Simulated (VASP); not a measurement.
# AlNi in VASP: a series of runs, part 3 of 3

VASP 6.6.1.

## Step 5: Single point, PBEsol

This run uses another cell than the first one, of 11.66 Å³/atom, 0.936 times its volume.

File INCAR:

```
  ALGO = Normal
  EDIFF = 1E-6
  ENCUT = 520
  GGA = PS
  ISIF = 2
  ISMEAR = 0
  LASPH = T
  LCHARG = F
  LREAL = F
  LWAVE = F
  NBANDS = 14
  NELM = 80
  PREC = Accurate
  SIGMA = 0.1
```

File KPOINTS:

```
k-points
0
Gamma
  14 14 14
```

File POSCAR:

```
AlNi
1.0
    2.8569016721      0.0000000000      0.0000000000
    0.0000000000      2.8569016721      0.0000000000
    0.0000000000      0.0000000000      2.8569016721
Al Ni
1 1
Direct
    0.5000000000      0.5000000000      0.5000000000
    0.0000000000      0.0000000000      0.0000000000
```

Potentials or basis: VASP PAW PBE potentials, release 64 (Al, Ni).

On the command line:

```
$ cat potpaw_PBE.64/Al/POTCAR potpaw_PBE.64/Ni/POTCAR > POTCAR
$ mpirun -np 1 vasp_std > vasp.out
```

OUTCAR:

```text
EDIFF = 1E-6
   ENCUT = 520
   GGA = PS
   ISIF = 2
   ISMEAR = 0
   LASPH = T
   LREAL = F
   NELM = 80
   PREC = Accurate

 ion  position               nearest neighbor table
   1  0.500  0.500  0.500-   2 2.47   2 2.47   2 2.47   2 2.47   2 2.47   2 2.47   2 2.47   2 2.47

   2  0.000  0.000  0.000-   1 2.47   1 2.47   1 2.47   1 2.47   1 2.47   1 2.47   1 2.47   1 2.47

  LATTYP: Found a simple cubic cell.
 ALAT       =     2.8569016721

  Lattice vectors:

 A1 = (   2.8569016721,   0.0000000000,   0.0000000000)
 A2 = (   0.0000000000,   2.8569016721,   0.0000000000)
 A3 = (   0.0000000000,   0.0000000000,   2.8569016721)

Analysis of symmetry for initial positions (statically):
=====================================================================
 Subroutine PRICEL returns:
 Original cell was already a primitive cell.

 Routine SETGRP: Setting up the symmetry group for a
 simple cubic supercell.

 Subroutine GETGRP returns: Found 48 space group operations
 (whereof 48 operations were pure point group operations)
 out of a pool of 48 trial point group operations.

The static configuration has the point symmetry O_h .

Analysis of symmetry for dynamics (positions and initial velocities):
=====================================================================
 Subroutine PRICEL returns:
 Original cell was already a primitive cell.

 Routine SETGRP: Setting up the symmetry group for a
 simple cubic supercell.

 Subroutine GETGRP returns: Found 48 space group operations
 (whereof 48 operations were pure point group operations)
 out of a pool of 48 trial point group operations.

The dynamic configuration has the point symmetry O_h .

 Subroutine INISYM returns: Found 48 space group operations
 (whereof 48 operations are pure point group operations),
 and found     1 'primitive' translations

----------------------------------------------------------------------------------------

                                     Primitive cell

  volume of cell :      23.3177
[... 114 lines left out ...]
   GGA     = PS    functional components
   LHFCALC =     F    Hartree Fock is set to
   AEXX    =    0.0000 exact exchange contribution
   IVDW    =     0    specifies the selected vdW correction
   LEPSILON=     F    determine dielectric tensor
   LRPA    =     F    only Hartree local field effects (RPA)
 non-spin polarized calculation
 Gauss-broadening in eV      SIGMA  =   0.10
  energy-cutoff  :      520.00
  volume of cell :       23.32
 maximum number of plane-waves:       651
 NGX is ok and might be reduce to    24
   NGX = 11   NGY = 11   NGZ = 11

 number of electron      13.0000008 magnetization

 Free energy of the ion-electron system (eV)
  ---------------------------------------------------
  ext. energy  EPLUGINS =         0.00000000
  ---------------------------------------------------
  free energy    TOTEN  =       -11.58653833 eV

  energy without entropy =      -11.58149716  energy(sigma->0) =      -11.58401775

 E-fermi :  10.2044     XC(G=0): -12.2889

 val. band max:       10.1977373618   @ k =   0.3571   0.2143   0.0714
 cond. band min:      10.2063845839   @ k =   0.3571   0.1429   0.1429
 fundamental gap:      0.0086472221
 Fermi energy:        10.2044210445

 k-point     1 :       0.0000    0.0000    0.0000
  band No.  band energies     occupation
      1      -1.0838      2.00000
      2       6.8731      2.00000
      3       6.8731      2.00000
      4       8.6382      2.00000
      5       8.6382      2.00000
      6       8.6382      2.00000
      7      15.8369      0.00000
      8      15.8369      0.00000
      9      15.8369      0.00000
     10      18.4607      0.00000
     11      18.4607      0.00000
     12      24.4176      0.00000
     13      31.4271      0.00000
     14      31.4271      0.00000
[... 377 lines left out ...]
      1       2.0025      2.00000
      2       5.8828      2.00000
      3       7.2739      2.00000
      4       7.8304      2.00000
      5       8.0903      2.00000
      6       8.4393      2.00000
      7      10.1329      1.68845
      8      14.0627      0.00000
      9      18.1685      0.00000
     10      19.5432      0.00000
     11      21.9832      0.00000
     12      24.2962      0.00000
     13      26.5690      0.00000
     14      28.1048      0.00000

 [... further k-points ...]
[... 5 lines left out ...]
  --------------------------------------------------------------------------------------
  -------------------------------------------------------------------------------------
  Total        0.1758445      0.1758445      0.1758445     -0.0000000     -0.0000000      0.0000000
  in kB       12.0824062     12.0824062     12.0824062     -0.0000000     -0.0000000      0.0000000
  external PRESSURE =      12.0824062 kB  Pullay stress =       0.0000000 kB

 VOLUME and BASIS-vectors are now :
 -----------------------------------------------------------------------------
  energy-cutoff  :      520.00
  volume of cell :       23.32
      direct lattice vectors                 reciprocal lattice vectors
     2.856901672  0.000000000  0.000000000     0.350029548  0.000000000  0.000000000
     0.000000000  2.856901672  0.000000000     0.000000000  0.350029548  0.000000000
     0.000000000  0.000000000  2.856901672     0.000000000  0.000000000  0.350029548

 POSITION                                       TOTAL-FORCE (eV/Angst)
 -----------------------------------------------------------------------------------
      1.42845      1.42845      1.42845         0.000000      0.000000      0.000000
      0.00000      0.00000      0.00000         0.000000      0.000000      0.000000
 -----------------------------------------------------------------------------------
    total drift:                                0.000000      0.000000      0.000000

  FREE ENERGIE OF THE ION-ELECTRON SYSTEM (eV)
  ---------------------------------------------------
  free  energy   TOTEN  =       -11.5865383314 eV

  energy  without entropy=      -11.5814971625  energy(sigma->0) =      -11.58401775
```

OSZICAR:

```text
N       E                     dE             d eps       ncg     rms          rms(c)
DAV:   1     0.395354658790E+02    0.39535E+02   -0.54598E+03  3478   0.990E+02
DAV:   2    -0.115409674304E+02   -0.51076E+02   -0.46442E+02  3618   0.181E+02
DAV:   3    -0.132148607217E+02   -0.16739E+01   -0.16599E+01  4224   0.364E+01
DAV:   4    -0.132370626877E+02   -0.22202E-01   -0.22197E-01  4086   0.378E+00
DAV:   5    -0.132377367509E+02   -0.67406E-03   -0.67405E-03  4294   0.713E-01    0.129E+01
DAV:   6    -0.152128804601E+02   -0.19751E+01   -0.50327E+01  3930   0.100E+02    0.161E+01
DAV:   7    -0.116184675978E+02    0.35944E+01   -0.14572E+01  3948   0.591E+01    0.109E+00
DAV:   8    -0.116016583184E+02    0.16809E-01   -0.29895E-01  4270   0.585E+00    0.100E+00
DAV:   9    -0.115869611283E+02    0.14697E-01   -0.43023E-02  4332   0.265E+00    0.212E-01
DAV:  10    -0.115865369925E+02    0.42414E-03   -0.17705E-03  4438   0.573E-01    0.781E-02
DAV:  11    -0.115865396830E+02   -0.26905E-05   -0.55635E-05  4098   0.562E-02    0.156E-02
DAV:  12    -0.115865385541E+02    0.11290E-05   -0.65875E-06  4200   0.369E-02    0.321E-03
DAV:  13    -0.115865383314E+02    0.22261E-06   -0.16658E-07  2214   0.509E-03
   1 F= -.11586538E+02 E0= -.11584018E+02  d E =-.504117E-02
```

stdout:

```text
POSCAR found type information on POSCAR AlNi
 POSCAR found :  2 types and       2 ions
 scaLAPACK will be used
 -----------------------------------------------------------------------------
|                                                                             |
|                                                                             |
|     You enforced a specific xc type in the INCAR file but a different       |
|     I HOPE YOU KNOW WHAT YOU ARE DOING!                                     |
|                                                                             |
 -----------------------------------------------------------------------------

 LDA part: xc-table for (Slater+PW92), standard interpolation
 POSCAR, INCAR and KPOINTS ok, starting setup
 FFT: planning ... GRIDC
 FFT: planning ... GRID_SOFT
 FFT: planning ... GRID
 WAVECAR not read
 entering main loop
```

Wall time 34 s (1 thread of Intel Xeon Platinum 8375C at 2.90GHz (Ice Lake), shared host); peak memory 0.17 GiB.

What came out:

```yaml
Free_energy: -11.5865 eV
Pressure: 1.2 GPa
```

Levels at points of the mesh, in eV from the Fermi level:
| k point | band 3 | band 4 | band 5 | band 6 | band 7 | band 8 | band 9 | band 10 | band 11 | band 12 |
| --- | --- | --- | --- | --- | --- | --- | --- | --- | --- | --- |
| (0.00, 0.00, 0.00) | -3.33 | -1.57 | -1.57 | -1.57 | 5.63 | 5.63 | 5.63 | 8.26 | 8.26 | 14.21 |
| (0.50, 0.00, 0.00) | -2.84 | -2.29 | -2.29 | -1.47 | -0.63 | 8.36 | 10.14 | 10.14 | 11.18 | 11.18 |
| (0.50, 0.50, 0.00) | -2.92 | -2.92 | -2.12 | -2.12 | -1.02 | 1.53 | 2.65 | 12.60 | 15.36 | 15.36 |
| (0.50, 0.50, 0.50) | -4.19 | -0.99 | -0.99 | 1.99 | 1.99 | 1.99 | 3.98 | 4.61 | 4.61 | 4.61 |

Caveat: the PAW data sets were made with another functional, which shifts forces and pressure a little. Spin polarisation is off, so any magnetic state and its effect on volume and gap are missing.

## Step 6: Overview

```csv
cell,k mesh,gap on the mesh (eV),pressure (GPa)
"a = 2.991, b = 2.991, c = 2.785 Å, 2 atoms",18 × 18 × 18,none,-8.8
"a = 2.756 Å, 2 atoms",14 × 14 × 14,none,25.1
"a = 2.805 Å, 2 atoms",14 × 14 × 14,none,12.2
"a = 2.857 Å, 2 atoms",14 × 14 × 14,none,1.2
```

Alike in all rows: task single point; level PBEsol; potentials or basis VASP PAW PBE potentials, release 64 (Al, Ni); no spin polarisation; cutoff (eV) 520; smearing gaussian 0.1 eV.

Caveats: the PAW data sets were made with another functional, which shifts forces and pressure a little.

Total energies depend on the potentials used, so only differences within one code and one set of settings carry meaning.
